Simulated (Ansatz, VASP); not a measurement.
One calculation of AlNi, two programs

```xyz
8
Lattice="2.8810 0.0000 0.0000 0.0000 2.8810 0.0000 0.0000 0.0000 28.0835" Properties=species:S:1:pos:R:3 pbc="T T T"
Ni    1.4405    1.4405    9.0000
Ni    1.4405    1.4405   11.8810
Ni    1.4405    1.4405   14.7631
Ni    1.4405    1.4405   17.7340
Al    0.0000    0.0000   10.4405
Al    0.0000    0.0000   13.3215
Al    0.0000    0.0000   16.2325
Al    0.0000    0.0000   19.1094
```

Alike in both runs: task single point; functional PBE; k mesh 17 × 17 × 1; occupations gaussian, width 0.1 eV; no spin polarisation.

```csv
,VASP,Ansatz
version,VASP 6.6.1,Ansatz 0.2.0
potentials or method,"VASP PAW PBE potentials, release 64 (Ni, Al), cutoff 520 eV","scalar-relativistic, plane waves, PAW"
valence electrons in the cell,52,84
```

|  | VASP | Ansatz | Ansatz less VASP |
| --- | --- | --- | --- |
| gap on the k mesh at the Fermi level (eV) | none | none | - |
| rms of the force components (eV/Å) | 0.249 | 0.254 | +0.0043 |

A gap of «none» marks a metal or a gap that the smearing closes. The functional is the same, so the differences come from potentials, cutoffs and numerics. VASP's potentials hold 52 valence electrons a cell and Ansatz's 84, so a difference there can come from the potentials and not from the codes. Ansatz's warnings: published levels not confirmed, xc potential rough in thin density.
